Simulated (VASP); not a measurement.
# H2Pb12O in VASP: single point with PBE

Aim: the single point of H2Pb12O with PBE.

Program: VASP 6.6.1. These are calculated values, not measurements. Logs are shortened: lines on timing, memory, paths and dates and some standing lists are left out, and cuts for length are marked.

## Step 1: The cell of the first run

The cell holds a slab with vacuum, 15 atoms: a = 6.986 Å, b = 6.986 Å, c = 23.546 Å, α = 90.00°, β = 90.00°, γ = 90.00°.

## Step 2: Single point, PBE

Input file INCAR:

```
ALGO = Fast
DIPOL = 0.5 0.5 0.492
EDIFF = 1E-7
ENCUT = 520
GGA = PE
IDIPOL = 3
ISIF = 2
ISMEAR = -1
LASPH = T
LCHARG = F
LDIPOL = T
LREAL = Auto
LWAVE = F
NBANDS = 101
NELM = 80
PREC = Accurate
SIGMA = 0.05
```

Input file KPOINTS:

```
k-points
0
Gamma
  4 4 1
```

Input file POSCAR:

```
H2Pb12O
1.0
    6.9856493127      0.0000000000      0.0000000000
    0.0000000000      6.9856493127      0.0000000000
    0.0000000000      0.0000000000     23.5458000000
Pb O H
12 1 2
Direct
    0.2500000000      0.2500000000      0.3397633548
    0.2500000000      0.7500000000      0.3397633548
    0.7500000000      0.2500000000      0.3397633548
    0.7500000000      0.7500000000      0.3397633548
    0.5000000000      0.5000000000      0.4446567965
    0.5000000000      0.0000000000      0.4446567965
    0.0000000000      0.5000000000      0.4446567965
    0.0000000000      0.0000000000      0.4446567965
    0.7500000000      0.7500000000      0.5495502383
    0.7500000000      0.2500000000      0.5495502383
    0.2500000000      0.7500000000      0.5495502383
    0.2500000000      0.2500000000      0.5495502383
    0.2500000000      0.2500000000      0.6650697789
    0.2873397403      0.3556934196      0.6908153471
    0.2126602597      0.1443065804      0.6908153471
```

Potentials or basis: VASP PAW PBE potentials, release 64 (Pb_d, O, H).

On the command line:

```sh
cat potpaw_PBE.64/Pb_d/POTCAR potpaw_PBE.64/O/POTCAR potpaw_PBE.64/H/POTCAR > POTCAR
mpirun -np 1 vasp_std > vasp.out
```

OUTCAR:

```text
EDIFF = 1E-7
   ENCUT = 520
   GGA = PE
   ISIF = 2
   ISMEAR = -1
   LASPH = T
   LREAL = Auto
   NELM = 80
   PREC = Accurate

 ion  position               nearest neighbor table
   1  0.250  0.250  0.340-   5 3.49   6 3.49   7 3.49   8 3.49   2 3.49   3 3.49   2 3.49   3 3.49

   2  0.250  0.750  0.340-   5 3.49   6 3.49   7 3.49   8 3.49   1 3.49   4 3.49   1 3.49   4 3.49

   3  0.750  0.250  0.340-   5 3.49   6 3.49   7 3.49   8 3.49   1 3.49   4 3.49   4 3.49   1 3.49
[... 15 lines left out ...]
  11  0.250  0.750  0.550-   9 3.49  12 3.49  12 3.49   9 3.49   5 3.49   6 3.49   7 3.49   8 3.49

  12  0.250  0.250  0.550-  13 2.72  11 3.49  10 3.49  11 3.49  10 3.49   6 3.49   7 3.49   8 3.49
                             5 3.49
  13  0.250  0.250  0.665-  14 0.99  15 0.99  12 2.72
  14  0.287  0.356  0.691-  13 0.99
  15  0.213  0.144  0.691-  13 0.99

  LATTYP: Found a simple tetragonal cell.
 ALAT       =     6.9856493127
 C/A-ratio  =     3.3705957666

  Lattice vectors:

 A1 = (   6.9856493127,   0.0000000000,   0.0000000000)
 A2 = (   0.0000000000,   6.9856493127,   0.0000000000)
 A3 = (   0.0000000000,   0.0000000000,  23.5458000000)

Analysis of symmetry for initial positions (statically):
=====================================================================
 Subroutine PRICEL returns:
 Original cell was already a primitive cell.

 Routine SETGRP: Setting up the symmetry group for a
 simple tetragonal supercell.

 Subroutine GETGRP returns: Found  2 space group operations
 (whereof  1 operations were pure point group operations)
 out of a pool of 16 trial point group operations.

The static configuration has the point symmetry C_1 .
 The point group associated with its full space group is C_2 .

Analysis of symmetry for dynamics (positions and initial velocities):
=====================================================================
 Subroutine PRICEL returns:
 Original cell was already a primitive cell.

 Routine SETGRP: Setting up the symmetry group for a
 simple tetragonal supercell.

 Subroutine GETGRP returns: Found  2 space group operations
 (whereof  1 operations were pure point group operations)
 out of a pool of 16 trial point group operations.

The dynamic configuration has the point symmetry C_1 .
 The point group associated with its full space group is C_2 .

 Subroutine INISYM returns: Found  2 space group operations
 (whereof  1 operations are pure point group operations),
 and found     1 'primitive' translations

----------------------------------------------------------------------------------------

                                     Primitive cell

  volume of cell :    1149.0185

  direct lattice vectors                    reciprocal lattice vectors
     6.985649313  0.000000000  0.000000000     0.143150616  0.000000000  0.000000000
     0.000000000  6.985649313  0.000000000     0.000000000  0.143150616  0.000000000
     0.000000000  0.000000000 23.545800000     0.000000000  0.000000000  0.042470419

  length of vectors
     6.985649313  6.985649313 23.545800000     0.143150616  0.143150616  0.042470419

  position of ions in fractional coordinates (direct lattice)
     0.250000000  0.250000000  0.339763355
     0.250000000  0.750000000  0.339763355
     0.750000000  0.250000000  0.339763355
     0.750000000  0.750000000  0.339763355
     0.500000000  0.500000000  0.444656796
     0.500000000  0.000000000  0.444656796
     0.000000000  0.500000000  0.444656796
     0.000000000  0.000000000  0.444656796
     0.750000000  0.750000000  0.549550238
     0.750000000  0.250000000  0.549550238
     0.250000000  0.750000000  0.549550238
     0.250000000  0.250000000  0.549550238
     0.250000000  0.250000000  0.665069779
     0.287339740  0.355693420  0.690815347
     0.212660260  0.144306580  0.690815347

  ion indices of the primitive-cell ions
   primitive index   ion index
                 1           1
                 2           2
                 3           3
                 4           4
                 5           5
[... 29 lines left out ...]
  Shift w.r.t. Gamma in fractional coordinates (k-lattice)
     0.000000000  0.000000000  0.000000000

 Subroutine IBZKPT returns following result:
 ===========================================

 Found     10 irreducible k-points:

 Following reciprocal coordinates:
            Coordinates               Weight
  0.000000  0.000000  0.000000      1.000000
  0.250000  0.000000  0.000000      2.000000
  0.000000  0.250000  0.000000      2.000000
  0.500000  0.000000  0.000000      1.000000
  0.000000  0.500000  0.000000      1.000000
  0.250000  0.250000  0.000000      2.000000
 -0.250000  0.250000  0.000000      2.000000
  0.500000  0.250000  0.000000      2.000000
 -0.250000  0.500000  0.000000      2.000000
  0.500000  0.500000  0.000000      1.000000
   k-points           NKPTS =     10   k-points in BZ     NKDIM =     10   number of bands    NBANDS=    101
   number of dos      NEDOS =    301   number of ions     NIONS =     15
   total plane-waves  NPLWV = 524880
   dimension x,y,z NGX =    54 NGY =   54 NGZ =  180
   dimension x,y,z NGXF=   108 NGYF=  108 NGZF=  360
   ions per type =              12   1   2
   NGX,Y,Z   is equivalent  to a cutoff of  12.85, 12.85, 12.71 a.u.
   NGXF,Y,Z  is equivalent  to a cutoff of  25.70, 25.70, 25.42 a.u.
 SYSTEM =  unknown system
   PREC   = accura    normal or accurate (medium, high low for compatibility)
   ISTART =      0    job   : 0-new  1-cont  2-samecut
   ICHARG =      2    charge: 1-file 2-atom 10-const
   ISPIN  =      1    spin polarized calculation?
   LNONCOLLINEAR =      F non collinear calculations
   LSORBIT =      F    spin-orbit coupling
   LASPH  =      T    aspherical Exc in radial PAW
   ENCUT  =  520.0 eV  38.22 Ry    6.18 a.u.  12.99 12.99 43.78*2*pi/ulx,y,z
   NELM   =     80;   NELMIN=  2; NELMDL= -5     # of ELM steps
   EDIFF  = 0.1E-06   stopping-criterion for ELM
   LREAL  =      T    real-space projection
   EDIFFG = 0.1E-05   stopping-criterion for IOM
   NSW    =      0    number of steps for IOM
   IBRION =     -1    ionic relax: 0-MD 1-quasi-New 2-CG
   NFREE  =      0    steps in history (QN), initial steepest desc. (CG)
   ISIF   =      2    stress and relaxation
   ISYM   =      2    0-nonsym 1-usesym 2-fastsym
   POTIM  = 0.5000    time-step for ionic-motion
   TEBEG  =    0.0;   TEEND  =   0.0 temperature during run
   PSTRESS=    0.0 pullay stress
   NELECT =     176.0000    total number of electrons
   NUPDOWN=      -1.0000    fix difference up-down
   EMIN   =  10.00;   EMAX   =-10.00  energy-range for DOS
   EFERMI =   0.00;   METHOD = LEGACY
   ISMEAR =    -1;   SIGMA  =   0.05  broadening in eV -4-tet -1-fermi 0-gaus
   EFERMI_NEDOS =   21; number of points for ismear=-14 and -15
   IALGO  =     68    algorithm
   IMIX   =      4    mixing-type and parameters
     AMIX     =   0.40;   BMIX     =  1.00
     AMIX_MAG =   1.60;   BMIX_MAG =  1.00
  volume/ion in A,a.u.               =      76.60       516.93
  Fermi-wavevector in a.u.,A,eV,Ry     =   0.875931  1.655270 10.439147  0.767256
  Thomas-Fermi vector in A             =   1.995671
   LORBIT       =      0    0 simple, 1 ext, 2 COOP (PROOUT), +10 PAW based schemes
   GGA     = PE    functional components
   LHFCALC =     F    Hartree Fock is set to
   AEXX    =    0.0000 exact exchange contribution
   IVDW    =     0    specifies the selected vdW correction
   LEPSILON=     F    determine dielectric tensor
   LRPA    =     F    only Hartree local field effects (RPA)
 non-spin polarized calculation
 RMM-DIIS sequential band-by-band and
  energy-cutoff  :      520.00
  volume of cell :     1149.02
 maximum number of plane-waves:     30988
 NGX is ok and might be reduce to    54
   NGX = 25   NGY = 25   NGZ = 87

 dipolmoment           0.000000      0.000000      0.000060 electrons x Angstroem

 number of electron     175.9999958 magnetization

 dipolmoment           0.000000      0.000000     -0.352593 electrons x Angstroem

 Free energy of the ion-electron system (eV)
  ---------------------------------------------------
  ext. energy  EPLUGINS =         0.00000000
  ---------------------------------------------------
  free energy    TOTEN  =       -54.72744357 eV

  energy without entropy =      -54.64346557  energy(sigma->0) =      -54.68545457

 E-fermi :   0.2382     XC(G=0):  -4.1705

 val. band max:        0.2052161688   @ k =   0.0000   0.2500   0.0000
 cond. band min:       0.2760615715   @ k =  -0.2500   0.5000   0.0000
 fundamental gap:      0.0708454027
 Fermi energy:         0.2382048534

 k-point     1 :       0.0000    0.0000    0.0000
  band No.  band energies     occupation
      1     -22.4236      2.00000
      2     -16.9160      2.00000
      3     -16.9005      2.00000
      4     -16.8978      2.00000
      5     -16.8938      2.00000
      6     -16.8862      2.00000
[... 1019 lines left out ...]
     99       1.7772      0.00000
    100       1.8332      0.00000
 [bands above 100 left out]

------------------------ aborting loop because EDIFF is reached ----------------------------------------

 vacuum level on the upper side and lower side of the slab       (xc-potential included)        -0.734         0.531

  FORCE on cell =-STRESS in cart. coord.  units (eV):
  Direction    XX          YY          ZZ          XY          YZ          ZX
  --------------------------------------------------------------------------------------
  -------------------------------------------------------------------------------------
  Total       -1.1883138     -1.7083310      1.0080322     -0.2234196      0.0000000      0.0000000
  in kB       -1.6569702     -2.3820759      1.4055878     -0.3115336      0.0000000      0.0000000
  external PRESSURE =      -0.8778195 kB  Pullay stress =       0.0000000 kB

 VOLUME and BASIS-vectors are now :
 -----------------------------------------------------------------------------
  energy-cutoff  :      520.00
  volume of cell :     1149.02
      direct lattice vectors                 reciprocal lattice vectors
     6.985649313  0.000000000  0.000000000     0.143150616  0.000000000  0.000000000
     0.000000000  6.985649313  0.000000000     0.000000000  0.143150616  0.000000000
     0.000000000  0.000000000 23.545800000     0.000000000  0.000000000  0.042470419

 POSITION                                       TOTAL-FORCE (eV/Angst)
 -----------------------------------------------------------------------------------
      1.74641      1.74641      8.00000         0.000000      0.000000     -0.029264
      1.74641      5.23924      8.00000         0.000000      0.000000     -0.046572
      5.23924      1.74641      8.00000         0.000000      0.000000     -0.048031
      5.23924      5.23924      8.00000         0.000000      0.000000     -0.019699
      3.49282      3.49282     10.46980         0.027581      0.022229     -0.035410
      3.49282      0.00000     10.46980         0.025790     -0.020605     -0.028870
      0.00000      3.49282     10.46980        -0.025790      0.020605     -0.028870
      0.00000      0.00000     10.46980        -0.027581     -0.022229     -0.035410
      5.23924      5.23924     12.93960         0.000000      0.000000      0.042044
      5.23924      1.74641     12.93960         0.000000      0.000000      0.013631
      1.74641      5.23924     12.93960         0.000000      0.000000      0.016124
      1.74641      1.74641     12.93960         0.000000      0.000000     -0.107116
      1.74641      1.74641     15.65960         0.000000      0.000000      1.290998
      2.00725      2.48475     16.26580        -0.151202     -0.427462     -0.491777
      1.48557      1.00808     16.26580         0.151202      0.427462     -0.491777
 -----------------------------------------------------------------------------------
    total drift:                                0.000000      0.000000     -0.011765

  FREE ENERGIE OF THE ION-ELECTRON SYSTEM (eV)
  ---------------------------------------------------
  free  energy   TOTEN  =       -54.7274435748 eV

  energy  without entropy=      -54.6434655735  energy(sigma->0) =      -54.68545457

 vacuum level on the upper side and lower side of the slab         2.600         3.900
```

It took 57 min on 1 thread of Oxide Virtual Turin-like, shared host; peak memory 1.4 GiB.

Results:

```
Free energy            : -54.7274 eV
Largest force          : 1.291 eV/Å
Band gap on the k mesh : zero (bands 88 and 89 overlap by 0.36 eV)
```

Forces in eV/Å, atoms in the order of the input:
```
Pb   0.000  0.000 -0.029
Pb   0.000  0.000 -0.047
Pb   0.000  0.000 -0.048
Pb   0.000  0.000 -0.020
Pb   0.028  0.022 -0.035
Pb   0.026 -0.021 -0.029
Pb  -0.026  0.021 -0.029
Pb  -0.028 -0.022 -0.035
Pb   0.000  0.000  0.042
Pb   0.000  0.000  0.014
Pb   0.000  0.000  0.016
Pb   0.000  0.000 -0.107
O    0.000  0.000  1.291
H   -0.151 -0.427 -0.492
H    0.151  0.427 -0.492
```

Levels at points of the mesh, in eV from the Fermi level:
```
           k point  band 85  band 86  band 87  band 88  band 89  band 90  band 91  band 92
(0.00, 0.00, 0.00)    -1.70    -1.03    -1.03     0.21     0.60     0.73     0.99     1.00
(0.50, 0.00, 0.00)    -1.46    -1.46    -0.13    -0.12     1.09     1.13     1.28     1.33
(0.00, 0.50, 0.00)    -1.46    -1.44    -0.14    -0.12     1.10     1.16     1.27     1.32
(0.50, 0.50, 0.00)    -0.74    -0.74    -0.73    -0.73     0.41     0.42     0.46     0.51
```

Caveat: spin-orbit coupling is left out, which moves the levels of the heavy elements.

The gap in the log of VASP goes by the Fermi energy; the results here count the filled bands.